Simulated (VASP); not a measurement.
# Te in VASP: notebook

Runs on Te. Level: r2SCAN. Tasks: single point.

Program: VASP 6.6.1. These are calculated values, not measurements. Logs are shortened: lines on timing, memory, paths and dates and some standing lists are left out, and cuts for length are marked.

## Step 1: The cell of the first run

It takes space group R-3m (No. 166, trigonal). The conventional cell has a = 4.463 Å, b = 4.463 Å, c = 5.444 Å, α = 90.00°, β = 90.00°, γ = 120.00°. Te (site symmetry -3m) has 6 Te at 3.15 Å within 4.1 Å.

## Step 2: Single point, r2SCAN

The input, POSCAR:

```
Te
1.0
    2.2316702279      1.2884554050      1.8147540325
   -2.2316702279      1.2884554050      1.8147540325
    0.0000000000     -2.5769108154      1.8147540287
Te
1
Direct
    0.5000000000      0.5000000000      0.5000000000
```

The input, INCAR.step1:

```
PREC     = Accurate       # precision mode
ENCUT    = 520            # plane-wave cutoff, eV
ISMEAR   = 0              # smearing method
SIGMA    = 0.1            # smearing width, eV
LREAL    = F              # projectors in reciprocal space
LASPH    = T              # aspherical terms in the spheres
NELM     = 60             # most SCF steps
NBANDS   = 9              # bands
GGA      = PE             # functional
ALGO     = Normal         # electronic algorithm
EDIFF    = 1E-4           # SCF threshold, eV
LWAVE    = T              # write WAVECAR
LCHARG   = F              # write CHGCAR
```

The input, INCAR.step2:

```
PREC     = Accurate       # precision mode
ENCUT    = 520            # plane-wave cutoff, eV
EDIFF    = 1E-6           # SCF threshold, eV
ISMEAR   = 0              # smearing method
SIGMA    = 0.1            # smearing width, eV
LREAL    = F              # projectors in reciprocal space
LASPH    = T              # aspherical terms in the spheres
NELM     = 60             # most SCF steps
ALGO     = Normal         # electronic algorithm
ISIF     = 2              # what is computed and relaxed
LWAVE    = F              # write WAVECAR
LCHARG   = F              # write CHGCAR
METAGGA  = R2SCAN         # meta-GGA
LMIXTAU  = T            
NBANDS   = 9              # bands
ISTART   = 1
```

The input, KPOINTS:

```
Automatic mesh
0
Gamma
  11 11 11
```

Potentials or basis: VASP PAW PBE potentials, release 64 (Te).

Started as:

```
$ cat potpaw_PBE.64/Te/POTCAR > POTCAR
$ cp INCAR.step1 INCAR
$ mpirun -np 1 vasp_std > vasp.out
$ cp INCAR.step2 INCAR
$ mpirun -np 1 vasp_std > vasp.out
```

OUTCAR:

```text
PREC = Accurate
   ENCUT = 520
   EDIFF = 1E-6
   ISMEAR = 0
   LREAL = F
   LASPH = T
   NELM = 60
   ISIF = 2
   METAGGA = R2SCAN
   ISTART = 1

 ion  position               nearest neighbor table
   1  0.500  0.500  0.500-

  LATTYP: Found a trigonal (rhomboedric) cell.
 ALAT       =     3.1517933840
 COS(alpha) =    -0.0027081754

  Lattice vectors:

 A1 = (   2.2316702279,   1.2884554050,   1.8147540325)
 A2 = (  -2.2316702279,   1.2884554050,   1.8147540325)
 A3 = (   0.0000000000,  -2.5769108154,   1.8147540287)

Analysis of symmetry for initial positions (statically):
=====================================================================
 Subroutine PRICEL returns:
 Original cell was already a primitive cell.

 Routine SETGRP: Setting up the symmetry group for a
 trigonal (rhombohedral) supercell.

 Subroutine GETGRP returns: Found 12 space group operations
 (whereof 12 operations were pure point group operations)
 out of a pool of 12 trial point group operations.

The static configuration has the point symmetry D_3d.

Analysis of symmetry for dynamics (positions and initial velocities):
=====================================================================
 Subroutine PRICEL returns:
 Original cell was already a primitive cell.

 Routine SETGRP: Setting up the symmetry group for a
 trigonal (rhombohedral) supercell.

 Subroutine GETGRP returns: Found 12 space group operations
 (whereof 12 operations were pure point group operations)
 out of a pool of 12 trial point group operations.

The dynamic configuration has the point symmetry D_3d.

 Subroutine INISYM returns: Found 12 space group operations
 (whereof 12 operations are pure point group operations),
 and found     1 'primitive' translations

----------------------------------------------------------------------------------------

                                     Primitive cell

  volume of cell :      31.3089

  direct lattice vectors                    reciprocal lattice vectors
     2.231670228  1.288455405  1.814754033     0.224047439  0.129353849  0.183679621
    -2.231670228  1.288455405  1.814754033    -0.224047439  0.129353849  0.183679621
     0.000000000 -2.576910815  1.814754029     0.000000000 -0.258707699  0.183679621

  length of vectors
     3.151793384  3.151793384  3.151793384     0.317282015  0.317282015  0.317282015

  position of ions in fractional coordinates (direct lattice)
     0.500000000  0.500000000  0.500000000

  ion indices of the primitive-cell ions
   primitive index   ion index
                 1           1

----------------------------------------------------------------------------------------

 KPOINTS: Automatic mesh

Automatic generation of k-mesh.
 Grid dimensions read from file:
 generate k-points for:   11   11   11

 Generating k-lattice:

  Cartesian coordinates                     Fractional coordinates (reciprocal lattice)
     0.020367949  0.011759441  0.016698147     0.090909091  0.000000000 -0.000000000
    -0.020367949  0.011759441  0.016698147     0.000000000  0.090909091 -0.000000000
     0.000000000 -0.023518882  0.016698147    -0.000000000 -0.000000000  0.090909091

  Length of vectors
     0.028843820  0.028843820  0.028843820

  Shift w.r.t. Gamma in fractional coordinates (k-lattice)
     0.000000000  0.000000000  0.000000000

 Subroutine IBZKPT returns following result:
 ===========================================

 Found    146 irreducible k-points:

 Following reciprocal coordinates:
            Coordinates               Weight
  0.000000  0.000000  0.000000      1.000000
  0.090909  0.000000  0.000000      6.000000
  0.181818 -0.000000  0.000000      6.000000
  0.272727  0.000000  0.000000      6.000000
  0.363636  0.000000  0.000000      6.000000
  0.454545  0.000000  0.000000      6.000000
[... 16 lines left out ...]
 -0.272727  0.181818 -0.000000     12.000000
 -0.181818  0.181818  0.000000      6.000000
 [... further k-points ...]
   k-points           NKPTS =    146   k-points in BZ     NKDIM =    146   number of bands    NBANDS=      9
   number of dos      NEDOS =    301   number of ions     NIONS =      1
   total plane-waves  NPLWV =  13824
   dimension x,y,z NGX =    24 NGY =   24 NGZ =   24
   dimension x,y,z NGXF=    48 NGYF=   48 NGZF=   48
   ions per type =               1
   NGX,Y,Z   is equivalent  to a cutoff of  12.66, 12.66, 12.66 a.u.
   NGXF,Y,Z  is equivalent  to a cutoff of  25.32, 25.32, 25.32 a.u.
 SYSTEM =  unknown system
   PREC   = accura    normal or accurate (medium, high low for compatibility)
   ISTART =      1    job   : 0-new  1-cont  2-samecut
   ICHARG =      0    charge: 1-file 2-atom 10-const
   ISPIN  =      1    spin polarized calculation?
   LNONCOLLINEAR =      F non collinear calculations
   LSORBIT =      F    spin-orbit coupling
   LASPH  =      T    aspherical Exc in radial PAW
   ENCUT  =  520.0 eV  38.22 Ry    6.18 a.u.   5.86  5.86  5.86*2*pi/ulx,y,z
   NELM   =     60;   NELMIN=  2; NELMDL=  0     # of ELM steps
   EDIFF  = 0.1E-05   stopping-criterion for ELM
   LREAL  =      F    real-space projection
   EDIFFG = 0.1E-04   stopping-criterion for IOM
   NSW    =      0    number of steps for IOM
   IBRION =     -1    ionic relax: 0-MD 1-quasi-New 2-CG
   NFREE  =      0    steps in history (QN), initial steepest desc. (CG)
   ISIF   =      2    stress and relaxation
   ISYM   =      2    0-nonsym 1-usesym 2-fastsym
   POTIM  = 0.5000    time-step for ionic-motion
   TEBEG  =    0.0;   TEEND  =   0.0 temperature during run
   PSTRESS=    0.0 pullay stress
   NELECT =       6.0000    total number of electrons
   NUPDOWN=      -1.0000    fix difference up-down
   EMIN   =  10.00;   EMAX   =-10.00  energy-range for DOS
   EFERMI =   0.00;   METHOD = LEGACY
   ISMEAR =     0;   SIGMA  =   0.10  broadening in eV -4-tet -1-fermi 0-gaus
   EFERMI_NEDOS =   21; number of points for ismear=-14 and -15
   IALGO  =     38    algorithm
   IMIX   =      4    mixing-type and parameters
     AMIX     =   0.40;   BMIX     =  1.00
     AMIX_MAG =   1.60;   BMIX_MAG =  1.00
  volume/ion in A,a.u.               =      31.31       211.28
  Fermi-wavevector in a.u.,A,eV,Ry     =   0.943849  1.783616 12.120758  0.890851
  Thomas-Fermi vector in A             =   2.071596
   LORBIT       =      0    0 simple, 1 ext, 2 COOP (PROOUT), +10 PAW based schemes
   METAGGA = R2SCAN    functional components
   LHFCALC =     F    Hartree Fock is set to
   AEXX    =    0.0000 exact exchange contribution
   IVDW    =     0    specifies the selected vdW correction
   LEPSILON=     F    determine dielectric tensor
   LRPA    =     F    only Hartree local field effects (RPA)
 non-spin polarized calculation
 Gauss-broadening in eV      SIGMA  =   0.10
  energy-cutoff  :      520.00
  volume of cell :       31.31
 maximum number of plane-waves:       863
   NGX = 11   NGY = 11   NGZ = 11

 number of electron       5.9999999 magnetization

 Free energy of the ion-electron system (eV)
  ---------------------------------------------------
  ext. energy  EPLUGINS =         0.00000000
  ---------------------------------------------------
  free energy    TOTEN  =       -25.33245203 eV

  energy without entropy =      -25.33060097  energy(sigma->0) =      -25.33152650

 E-fermi :   6.9043     XC(G=0):  -9.9434

 val. band max:        6.8378394527   @ k =  -0.1818   0.4545   0.1818
 cond. band min:       6.9511063249   @ k =   0.3636   0.1818   0.1818
 fundamental gap:      0.1132668723
 Fermi energy:         6.9043255251

 k-point     1 :       0.0000    0.0000    0.0000
  band No.  band energies     occupation
      1      -7.6505      2.00000
      2       8.2028      0.00000
      3       8.2244      0.00000
      4       8.2244      0.00000
      5      13.2241      0.00000
      6      13.2241      0.00000
      7      14.3359      0.00000
      8      25.4691      0.00000
      9      25.4835      0.00000

 k-point     2 :       0.0909    0.0000    0.0000
  band No.  band energies     occupation
      1      -7.5420      2.00000
      2       7.0605      0.02724
      3       8.3086      0.00000
      4       8.3229      0.00000
      5      13.3199      0.00000
      6      13.8731      0.00000
      7      15.1585      0.00000
      8      23.8363      0.00000
      9      23.8471      0.00000

 k-point     3 :       0.1818   -0.0000    0.0000
  band No.  band energies     occupation
      1      -7.2258      2.00000
      2       5.0054      2.00000
      3       8.5886      0.00000
      4       8.6030      0.00000
      5      13.6011      0.00000
      6      14.3623      0.00000
      7      17.6284      0.00000
      8      21.9171      0.00000
      9      21.9280      0.00000

 k-point     4 :       0.2727    0.0000    0.0000
  band No.  band energies     occupation
      1      -6.7380      2.00000
      2       3.0196      2.00000
      3       8.9982      0.00000
      4       9.0126      0.00000
      5      14.0439      0.00000
      6      14.9499      0.00000
      7      19.9781      0.00000
      8      20.2464      0.00000
      9      20.2515      0.00000
[... 205 lines left out ...]
 k-point    22 :      -0.3636    0.1818   -0.0000
  band No.  band energies     occupation
      1      -5.7433      2.00000
      2       1.8032      2.00000
      3       6.3540      2.00000
      4       9.8165      0.00000
      5      14.1863      0.00000
      6      15.7017      0.00000
      7      19.1655      0.00000
      8      19.3290      0.00000
      9      20.4457      0.00000

 k-point    23 :      -0.2727    0.1818   -0.0000
  band No.  band energies     occupation
      1      -6.3121      2.00000
      2       3.4186      2.00000
      3       5.8676      2.00000
      4       9.3823      0.00000
      5      14.7383      0.00000
      6      15.8054      0.00000
      7      18.7754      0.00000
      8      20.5991      0.00000
      9      20.8671      0.00000

 k-point    24 :      -0.1818    0.1818    0.0000
  band No.  band energies     occupation
      1      -6.8013      2.00000
      2       5.2805      2.00000
      3       5.5463      2.00000
      4       8.9733      0.00000
      5      14.3531      0.00000
      6      16.9971      0.00000
      7      17.7621      0.00000
      8      19.3926      0.00000
      9      22.1386      0.00000

 [... further k-points ...]

------------------------ aborting loop because EDIFF is reached ----------------------------------------

  FORCE on cell =-STRESS in cart. coord.  units (eV):
  Direction    XX          YY          ZZ          XY          YZ          ZX
  --------------------------------------------------------------------------------------
  -------------------------------------------------------------------------------------
  Total        0.3819055      0.3819055      0.3889079      0.0000000     -0.0000000      0.0000000
  in kB       19.5433098     19.5433098     19.9016441      0.0000000     -0.0000000      0.0000000
  external PRESSURE =      19.6627546 kB  Pullay stress =       0.0000000 kB

 VOLUME and BASIS-vectors are now :
 -----------------------------------------------------------------------------
  energy-cutoff  :      520.00
  volume of cell :       31.31
      direct lattice vectors                 reciprocal lattice vectors
     2.231670228  1.288455405  1.814754033     0.224047439  0.129353849  0.183679621
    -2.231670228  1.288455405  1.814754033    -0.224047439  0.129353849  0.183679621
     0.000000000 -2.576910815  1.814754029     0.000000000 -0.258707699  0.183679621

 POSITION                                       TOTAL-FORCE (eV/Angst)
 -----------------------------------------------------------------------------------
      0.00000     -0.00000      2.72213         0.000000     -0.000000      0.000000
 -----------------------------------------------------------------------------------
    total drift:                                0.000000      0.000000     -0.000000

  FREE ENERGIE OF THE ION-ELECTRON SYSTEM (eV)
  ---------------------------------------------------
  free  energy   TOTEN  =       -25.3324520280 eV

  energy  without entropy=      -25.3306009699  energy(sigma->0) =      -25.33152650
```

Run time: 26 s. Hardware: 1 thread of Intel Xeon 6975P-C (Granite Rapids), shared host; peak memory 0.16 GiB.

Results:

```
Free energy            : -25.3325 eV
Pressure               : 2.0 GPa
Band gap on the k mesh : zero (band 3 reaches 9.73 eV, above the bottom of band 4 at 3.68 eV)
```

Caveat: the PAW data sets were made with another functional, which shifts forces and pressure a little; spin-orbit coupling is left out, which moves the levels of the heavy elements.

## Step 3: Single point, r2SCAN

This run uses another cell than the first one, of 32.38 Å³/atom, 1.034 times its volume.

The input, POSCAR:

```
Te
1.0
    2.2537002340      1.3011744350      1.8402253386
   -2.2537002340      1.3011744350      1.8402253386
    0.0000000000     -2.6023488754      1.8402253348
Te
1
Direct
    0.5000000000      0.5000000000      0.5000000000
```

The input, INCAR.step1:

```
ALGO     = Normal         # electronic algorithm
EDIFF    = 1E-4           # SCF threshold, eV
ENCUT    = 520            # plane-wave cutoff, eV
GGA      = PE             # functional
ISMEAR   = 0              # smearing method
LASPH    = True           # aspherical terms in the spheres
LCHARG   = False          # write CHGCAR
LREAL    = False          # projectors in reciprocal space
LWAVE    = True           # write WAVECAR
NBANDS   = 9              # bands
NELM     = 80             # most SCF steps
PREC     = Accurate       # precision mode
SIGMA    = 0.1            # smearing width, eV
```

The input, INCAR.step2:

```
ALGO     = Normal         # electronic algorithm
EDIFF    = 1E-7           # SCF threshold, eV
ENCUT    = 520            # plane-wave cutoff, eV
ISIF     = 2              # what is computed and relaxed
ISMEAR   = 0              # smearing method
ISTART   = 1            
LASPH    = True           # aspherical terms in the spheres
LCHARG   = False          # write CHGCAR
LMIXTAU  = True         
LREAL    = False          # projectors in reciprocal space
LWAVE    = False          # write WAVECAR
METAGGA  = R2SCAN         # meta-GGA
NBANDS   = 9              # bands
NELM     = 80             # most SCF steps
PREC     = Accurate       # precision mode
SIGMA    = 0.1            # smearing width, eV
```

The input, KPOINTS:

```
k-points
0
Gamma
  11 11 11
```

Potentials or basis: VASP PAW PBE potentials, release 64 (Te).

Started as:

```
$ cat potpaw_PBE.64/Te/POTCAR > POTCAR
$ cp INCAR.step1 INCAR
$ mpirun -np 1 vasp_std > vasp.out
$ cp INCAR.step2 INCAR
$ mpirun -np 1 vasp_std > vasp.out
```

Run time: 30 s. Hardware: 1 thread of Intel Xeon 6975P-C (Granite Rapids), shared host; peak memory 0.17 GiB.

The run converged. Its results:

```yaml
Free_energy: -25.3388 eV
Pressure: 0.0 GPa
Band_gap_on_the_k_mesh: zero (band 3 reaches 9.15 eV, above the bottom of band 4 at 3.33 eV)
```

Levels at points of the mesh, in eV from the Fermi level:
```tsv
k point	band 1	band 2	band 3	band 4	band 5	band 6	band 7	band 8
(0.00, 0.00, 0.00)	-14.27	1.28	1.28	1.28	6.38	6.38	7.28	18.34
```

Caveat: the PAW data sets were made with another functional, which shifts forces and pressure a little; spin-orbit coupling is left out, which moves the levels of the heavy elements.

## Step 4: Single point, r2SCAN

This run uses another cell than the first one, of 33.71 Å³/atom, 1.077 times its volume.

The input, POSCAR:

```
Te
1.0
    2.2848011362      1.3191305492      1.8639408793
   -2.2848011362      1.3191305492      1.8639408793
    0.0000000000     -2.6382611039      1.8639408754
Te
1
Direct
    0.5000000000      0.5000000000      0.5000000000
```

The input, INCAR.step1:

```
  PREC = Accurate
  ENCUT = 520
  ISMEAR = 0
  SIGMA = 0.1
  LREAL = False
  LASPH = True
  NELM = 80
  NBANDS = 9
  GGA = PE
  ALGO = Normal
  EDIFF = 1E-4
  LWAVE = True
  LCHARG = False
```

The input, INCAR.step2:

```
  PREC = Accurate
  ENCUT = 520
  EDIFF = 1E-6
  ISMEAR = 0
  SIGMA = 0.1
  LREAL = False
  LASPH = True
  NELM = 80
  ALGO = Normal
  ISIF = 2
  LWAVE = False
  LCHARG = False
  METAGGA = R2SCAN
  LMIXTAU = True
  NBANDS = 9
  ISTART = 1
```

The input, KPOINTS:

```
regular mesh
0
Gamma
  11 11 11
```

Started as:

```
$ cat potpaw_PBE.64/Te/POTCAR > POTCAR
$ cp INCAR.step1 INCAR
$ mpirun -np 1 vasp_std > vasp.out
$ cp INCAR.step2 INCAR
$ mpirun -np 1 vasp_std > vasp.out
```

Run time: 26 s. Hardware: 1 thread of Intel Xeon 6975P-C (Granite Rapids), shared host; peak memory 0.17 GiB.

It converged, with:

```yaml
Free_energy: -25.3299 eV
Pressure: -2.0 GPa
Band_gap_on_the_k_mesh: zero (band 3 reaches 8.46 eV, above the bottom of band 4 at 2.93 eV)
```

Levels at points of the mesh, in eV from the Fermi level:
```csv
k point,band 1,band 2,band 3,band 4,band 5,band 6,band 7
"(0.00, 0.00, 0.00)",-13.95,1.23,1.24,1.24,6.44,6.44,7.11
```

Caveat: the PAW data sets were made with another functional, which shifts forces and pressure a little; spin-orbit coupling is left out, which moves the levels of the heavy elements.

## Step 5: The runs side by side

| cell | gap on the mesh (eV) | pressure (GPa) |
| --- | --- | --- |
| a = 3.152 Å, angles 90.2°, 1 atom | none | 2.0 |
| a = 3.187 Å, 1 atom | none | 0.0 |
| a = 3.230 Å, 1 atom | none | -2.0 |

Alike in all rows: task single point; level r2SCAN; potentials or basis VASP PAW PBE potentials, release 64 (Te); no spin polarisation; k mesh 11 × 11 × 11; cutoff (eV) 520; smearing gaussian 0.1 eV.

Caveats: the PAW data sets were made with another functional, which shifts forces and pressure a little; spin-orbit coupling is left out, which moves the levels of the heavy elements.

Total energies depend on the potentials used, so only differences within one code and one set of settings carry meaning.
